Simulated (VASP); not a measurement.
Wanted: the native input for a VASP 6.6.1 run.

```yaml
Task: single point
Functional: PBE
Potentials_or_basis: VASP PAW PBE potentials, release 64 (Ir, Au)
Cutoff: 520 eV
k_mesh: 6 × 6 × 4
Occupations: gaussian, width 0.1 eV
Spin: no spin polarisation
Dipole_correction: no
Further_INCAR_settings: ALGO = Normal; EDIFF = 1e-06; NBANDS = 28
```

The structure of IrAu lies in POSCAR:

```
IrAu
1.0
    4.7444877600      0.0000000000      0.0000000000
   -2.3722438800      4.1088469300      0.0000000000
    0.0000000000      0.0000000000      3.9270752300
Ir Au
2 2
Direct
    0.3333333300      0.6666666700      0.2500000000
    0.6666666700      0.3333333300      0.7500000000
    0.0000000000      0.0000000000      0.0000000000
    0.0000000000      0.0000000000      0.5000000000
```

These files were run (other wordings do the same):

INCAR

```
PREC     = Accurate       # precision mode
ENCUT    = 520            # plane-wave cutoff, eV
EDIFF    = 1E-6           # SCF threshold, eV
ISMEAR   = 0              # smearing method
SIGMA    = 0.1            # smearing width, eV
LREAL    = F              # projectors in reciprocal space
LASPH    = T              # aspherical terms in the spheres
NELM     = 100            # most SCF steps
ALGO     = Normal         # electronic algorithm
ISIF     = 2              # what is computed and relaxed
LWAVE    = F              # write WAVECAR
LCHARG   = T              # write CHGCAR
GGA      = PE             # functional
LELF     = T              # ELF
LVHAR    = T            
NBANDS   = 28             # bands
```

KPOINTS

```
regular mesh
0
Gamma
  6 6 4
```

Potentials or basis: VASP PAW PBE potentials, release 64 (Ir, Au).

Launch:

```console
$ cat potpaw_PBE.64/Ir/POTCAR potpaw_PBE.64/Au/POTCAR > POTCAR
$ mpirun -np 1 vasp_std > vasp.out
```

It gave:

```yaml
Pressure: 51.3 GPa
Band_gap_on_the_k_mesh: zero (band 20 reaches 7.15 eV, above the bottom of band 21 at 6.53 eV)
```

Caveat: the k points lie up to 0.40 Å⁻¹ apart; spin-orbit coupling is left out, which moves the levels of the heavy elements.

It took 45 s on 1 thread of Intel Xeon 6975P-C, on a shared host, peak memory 0.21 GiB.
